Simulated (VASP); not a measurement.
# Cs (Fm-3m) in VASP: notebook

Cs is run at these levels: LDA; tasks: single point.

Program: VASP 6.6.1. These are calculated values, not measurements. Logs are shortened: lines on timing, memory, paths and dates and some standing lists are left out, and cuts for length are marked.

## (1) The cell of the first run

It takes space group Fm-3m (No. 225, cubic). Conventional cell: a = 6.295 Å, b = 6.295 Å, c = 6.295 Å, α = 90.00°, β = 90.00°, γ = 90.00°. Within 5.8 Å of Cs (site symmetry m-3m) lie 12 Cs at 4.45 Å.

## (2) Single point, LDA (volume scaled by 0.65)

INCAR

```
SYSTEM = Cs
ALGO     = Normal         ! electronic algorithm
EDIFF    = 1E-6           ! SCF threshold, eV
ENCUT    = 520            ! plane-wave cutoff, eV
GGA      = CA             ! functional
ISIF     = 2              ! what is computed and relaxed
ISMEAR   = -1             ! smearing method
LASPH    = .True.         ! aspherical terms in the spheres
LCHARG   = .False.        ! write CHGCAR
LREAL    = .False.        ! projectors in reciprocal space
LWAVE    = .False.        ! write WAVECAR
NBANDS   = 10             ! bands
NELM     = 100            ! most SCF steps
PREC     = Accurate       ! precision mode
SIGMA    = 0.1            ! smearing width, eV
```

KPOINTS

```
k-points
0
Gamma
  10 10 10
  0 0 0
```

POSCAR

```
Cs
1.0
    0.0000000000      3.1476626652      3.1476626652
    3.1476626652      0.0000000000      3.1476626652
    3.1476626652      3.1476626652      0.0000000000
Cs
1
Direct
    0.0000000000      0.0000000000      0.0000000000
```

Potentials or basis: VASP PAW LDA potentials, release 64 (Cs_sv).

The run is started by

```bash
$ cat potpaw_LDA.64/Cs_sv/POTCAR > POTCAR
$ mpirun -np 1 vasp_std > vasp.out
```

OUTCAR:

```text
SYSTEM = Cs
   EDIFF = 1E-6
   ENCUT = 520
   GGA = CA
   ISIF = 2
   ISMEAR = -1
   LASPH = .True.
   LREAL = .False.
   NELM = 100
   PREC = Accurate

 ion  position               nearest neighbor table
   1  0.000  0.000  0.000-

  LATTYP: Found a face centered cubic cell.
 ALAT       =     6.2953253304

  Lattice vectors:

 A1 = (   0.0000000000,   3.1476626652,   3.1476626652)
 A2 = (   3.1476626652,   0.0000000000,   3.1476626652)
 A3 = (   3.1476626652,   3.1476626652,   0.0000000000)

Analysis of symmetry for initial positions (statically):
=====================================================================
 Subroutine PRICEL returns:
 Original cell was already a primitive cell.

 Routine SETGRP: Setting up the symmetry group for a
 face centered cubic supercell.

 Subroutine GETGRP returns: Found 48 space group operations
[... 9 lines left out ...]

 Routine SETGRP: Setting up the symmetry group for a
 face centered cubic supercell.

 Subroutine GETGRP returns: Found 48 space group operations
[... 11 lines left out ...]
                                     Primitive cell

  volume of cell :      62.3727

  direct lattice vectors                    reciprocal lattice vectors
     0.000000000  3.147662665  3.147662665    -0.158848026  0.158848026  0.158848026
     3.147662665  0.000000000  3.147662665     0.158848026 -0.158848026  0.158848026
     3.147662665  3.147662665  0.000000000     0.158848026  0.158848026 -0.158848026

  length of vectors
     4.451467231  4.451467231  4.451467231     0.275132851  0.275132851  0.275132851

  position of ions in fractional coordinates (direct lattice)
     0.000000000  0.000000000  0.000000000

  ion indices of the primitive-cell ions
   primitive index   ion index
                 1           1

----------------------------------------------------------------------------------------

 KPOINTS: k-points

Automatic generation of k-mesh.
 Grid dimensions read from file:
 generate k-points for:   10   10   10

 Generating k-lattice:

  Cartesian coordinates                     Fractional coordinates (reciprocal lattice)
    -0.015884803  0.015884803  0.015884803     0.100000000  0.000000000  0.000000000
     0.015884803 -0.015884803  0.015884803     0.000000000  0.100000000  0.000000000
     0.015884803  0.015884803 -0.015884803     0.000000000  0.000000000  0.100000000

  Length of vectors
     0.027513285  0.027513285  0.027513285

  Shift w.r.t. Gamma in fractional coordinates (k-lattice)
     0.000000000  0.000000000  0.000000000

 Subroutine IBZKPT returns following result:
 ===========================================

 Found     47 irreducible k-points:

 Following reciprocal coordinates:
            Coordinates               Weight
  0.000000  0.000000  0.000000      1.000000
  0.100000  0.000000  0.000000      8.000000
  0.200000  0.000000  0.000000      8.000000
  0.300000  0.000000  0.000000      8.000000
  0.400000  0.000000  0.000000      8.000000
  0.500000  0.000000  0.000000      4.000000
[... 16 lines left out ...]
  0.300000  0.300000  0.000000      6.000000
  0.400000  0.300000  0.000000     24.000000
 [... further k-points ...]
   k-points           NKPTS =     47   k-points in BZ     NKDIM =     47   number of bands    NBANDS=     10
   number of dos      NEDOS =    301   number of ions     NIONS =      1
   total plane-waves  NPLWV =  46656
   dimension x,y,z NGX =    36 NGY =   36 NGZ =   36
   dimension x,y,z NGXF=    72 NGYF=   72 NGZF=   72
   ions per type =               1
   NGX,Y,Z   is equivalent  to a cutoff of  13.44, 13.44, 13.44 a.u.
   NGXF,Y,Z  is equivalent  to a cutoff of  26.89, 26.89, 26.89 a.u.
 SYSTEM =  Cs
   PREC   = accura    normal or accurate (medium, high low for compatibility)
   ISTART =      0    job   : 0-new  1-cont  2-samecut
   ICHARG =      2    charge: 1-file 2-atom 10-const
   ISPIN  =      1    spin polarized calculation?
   LNONCOLLINEAR =      F non collinear calculations
   LSORBIT =      F    spin-orbit coupling
   LASPH  =      T    aspherical Exc in radial PAW
   ENCUT  =  520.0 eV  38.22 Ry    6.18 a.u.   8.28  8.28  8.28*2*pi/ulx,y,z
   NELM   =    100;   NELMIN=  2; NELMDL= -5     # of ELM steps
   EDIFF  = 0.1E-05   stopping-criterion for ELM
   LREAL  =      F    real-space projection
   EDIFFG = 0.1E-04   stopping-criterion for IOM
   NSW    =      0    number of steps for IOM
   IBRION =     -1    ionic relax: 0-MD 1-quasi-New 2-CG
   NFREE  =      0    steps in history (QN), initial steepest desc. (CG)
   ISIF   =      2    stress and relaxation
   ISYM   =      2    0-nonsym 1-usesym 2-fastsym
   POTIM  = 0.5000    time-step for ionic-motion
   TEBEG  =    0.0;   TEEND  =   0.0 temperature during run
   PSTRESS=    0.0 pullay stress
   NELECT =       9.0000    total number of electrons
   NUPDOWN=      -1.0000    fix difference up-down
   EMIN   =  10.00;   EMAX   =-10.00  energy-range for DOS
   EFERMI =   0.00;   METHOD = LEGACY
   ISMEAR =    -1;   SIGMA  =   0.10  broadening in eV -4-tet -1-fermi 0-gaus
   EFERMI_NEDOS =   21; number of points for ismear=-14 and -15
   IALGO  =     38    algorithm
   IMIX   =      4    mixing-type and parameters
     AMIX     =   0.40;   BMIX     =  1.00
     AMIX_MAG =   1.60;   BMIX_MAG =  1.00
  volume/ion in A,a.u.               =      62.37       420.91
  Fermi-wavevector in a.u.,A,eV,Ry     =   0.858666  1.622643 10.031670  0.737307
  Thomas-Fermi vector in A             =   1.975905
   LORBIT       =      0    0 simple, 1 ext, 2 COOP (PROOUT), +10 PAW based schemes
   GGA     = CA    functional components
   LHFCALC =     F    Hartree Fock is set to
   AEXX    =    0.0000 exact exchange contribution
   IVDW    =     0    specifies the selected vdW correction
   LEPSILON=     F    determine dielectric tensor
   LRPA    =     F    only Hartree local field effects (RPA)
 non-spin polarized calculation
  energy-cutoff  :      520.00
  volume of cell :       62.37
 maximum number of plane-waves:      1701
 NGX is ok and might be reduce to    36
   NGX = 17   NGY = 17   NGZ = 17

 number of electron       9.0000000 magnetization

 Free energy of the ion-electron system (eV)
  ---------------------------------------------------
  ext. energy  EPLUGINS =         0.00000000
  ---------------------------------------------------
  free energy    TOTEN  =        -0.86756790 eV

  energy without entropy =       -0.82243383  energy(sigma->0) =       -0.84500087

 E-fermi :   2.3143     XC(G=0):  -7.3691

 val. band max:        2.2345184194   @ k =   0.5000   0.4000   0.1000
 cond. band min:       2.3324485021   @ k =  -0.4000   0.4000   0.0000
 fundamental gap:      0.0979300826
 Fermi energy:         2.3143055698

 k-point     1 :       0.0000    0.0000    0.0000
  band No.  band energies     occupation
      1     -21.3510      2.00000
      2      -7.7593      2.00000
      3      -7.7593      2.00000
      4      -7.7593      2.00000
      5       0.1532      2.00000
      6       5.0271      0.00000
      7       5.0271      0.00000
      8       5.0271      0.00000
      9       6.9553      0.00000
     10       6.9553      0.00000

 k-point     2 :       0.1000    0.0000    0.0000
  band No.  band energies     occupation
      1     -21.3424      2.00000
      2      -7.8590      2.00000
      3      -7.7703      2.00000
      4      -7.7703      2.00000
      5       0.3677      2.00000
      6       4.7448      0.00000
      7       5.1203      0.00000
      8       5.1203      0.00000
      9       6.7670      0.00000
     10       6.7670      0.00000

 k-point     3 :       0.2000    0.0000    0.0000
  band No.  band energies     occupation
      1     -21.3196      2.00000
      2      -8.1043      2.00000
      3      -7.7987      2.00000
      4      -7.7987      2.00000
      5       0.9180      2.00000
      6       4.2755      0.00000
      7       5.2382      0.00000
      8       5.2382      0.00000
      9       6.6215      0.00000
     10       6.6215      0.00000

 k-point     4 :       0.3000    0.0000    0.0000
  band No.  band energies     occupation
      1     -21.2911      2.00000
      2      -8.3822      2.00000
      3      -7.8332      2.00000
      4      -7.8332      2.00000
      5       1.5367      1.99916
      6       4.0491      0.00000
      7       5.0896      0.00000
      8       5.0896      0.00000
      9       7.0725      0.00000
     10       7.0725      0.00000

 k-point     5 :       0.4000    0.0000    0.0000
  band No.  band energies     occupation
      1     -21.2678      2.00000
      2      -8.5908      2.00000
      3      -7.8607      2.00000
      4      -7.8607      2.00000
      5       1.8937      1.97062
      6       4.2125      0.00000
      7       4.8749      0.00000
      8       4.8749      0.00000
      9       7.9185      0.00000
     10       7.9193      0.00000

 k-point     6 :       0.5000    0.0000    0.0000
  band No.  band energies     occupation
      1     -21.2589      2.00000
      2      -8.6672      2.00000
      3      -7.8711      2.00000
      4      -7.8711      2.00000
      5       1.9745      1.93528
      6       4.3873      0.00000
      7       4.7895      0.00000
      8       4.7895      0.00000
      9       8.2263      0.00000
     10       8.4812      0.00000
[... 183 lines left out ...]
 k-point    21 :      -0.3000    0.2000    0.0000
  band No.  band energies     occupation
      1     -21.2592      2.00000
      2      -8.4643      2.00000
      3      -8.1012      2.00000
      4      -7.8726      2.00000
      5       2.5056      0.25728
      6       3.7780      0.00000
      7       4.1051      0.00000
      8       5.4318      0.00000
      9       6.7579      0.00000
     10       8.9353      0.00000

 k-point    22 :      -0.2000    0.2000    0.0000
  band No.  band energies     occupation
      1     -21.2813      2.00000
      2      -8.3367      2.00000
      3      -8.0151      2.00000
      4      -7.8274      2.00000
      5       1.9299      1.95808
      6       3.8924      0.00000
      7       4.4156      0.00000
      8       5.6088      0.00000
      9       6.0123      0.00000
     10       8.2357      0.00000

 k-point    23 :       0.3000    0.3000    0.0000
  band No.  band energies     occupation
      1     -21.2715      2.00000
      2      -8.3478      2.00000
      3      -7.9696      2.00000
      4      -7.9696      2.00000
      5       1.8808      1.97413
      6       3.2718      0.00014
      7       4.6075      0.00000
      8       6.4566      0.00000
      9       6.4566      0.00000
     10       7.8353      0.00000

 k-point    24 :       0.4000    0.3000    0.0000
  band No.  band energies     occupation
      1     -21.2531      2.00000
      2      -8.4569      2.00000
      3      -8.0355      2.00000
      4      -8.0036      2.00000
      5       2.1238      1.74088
      6       3.1319      0.00056
      7       4.5541      0.00000
      8       6.6053      0.00000
      9       7.1512      0.00000
     10       8.3487      0.00000

 [... further k-points ...]
[... 5 lines left out ...]
  --------------------------------------------------------------------------------------
  -------------------------------------------------------------------------------------
  Total        0.6855552      0.6855552      0.6855552      0.0000000      0.0000000      0.0000000
  in kB       17.6099636     17.6099636     17.6099636      0.0000000      0.0000000      0.0000000
  external PRESSURE =      17.6099636 kB  Pullay stress =       0.0000000 kB

 VOLUME and BASIS-vectors are now :
 -----------------------------------------------------------------------------
  energy-cutoff  :      520.00
  volume of cell :       62.37
      direct lattice vectors                 reciprocal lattice vectors
     0.000000000  3.147662665  3.147662665    -0.158848026  0.158848026  0.158848026
     3.147662665  0.000000000  3.147662665     0.158848026 -0.158848026  0.158848026
     3.147662665  3.147662665  0.000000000     0.158848026  0.158848026 -0.158848026

 POSITION                                       TOTAL-FORCE (eV/Angst)
 -----------------------------------------------------------------------------------
      0.00000      0.00000      0.00000         0.000000      0.000000      0.000000
 -----------------------------------------------------------------------------------
    total drift:                                0.000000      0.000000      0.000000

  FREE ENERGIE OF THE ION-ELECTRON SYSTEM (eV)
  ---------------------------------------------------
  free  energy   TOTEN  =        -0.8675678986 eV

  energy  without entropy=       -0.8224338327  energy(sigma->0) =       -0.84500087
```

Wall time 20 s (1 thread of Intel Xeon Platinum 8259CL at 2.50GHz (Skylake/Cascade Lake), shared host); peak memory 0.18 GiB.

Results:

* Free energy: -0.8676 eV
* Pressure: 1.8 GPa

Caveat: spin-orbit coupling is left out, which moves the levels of the heavy elements.

(Continued in part 2 of 2.)
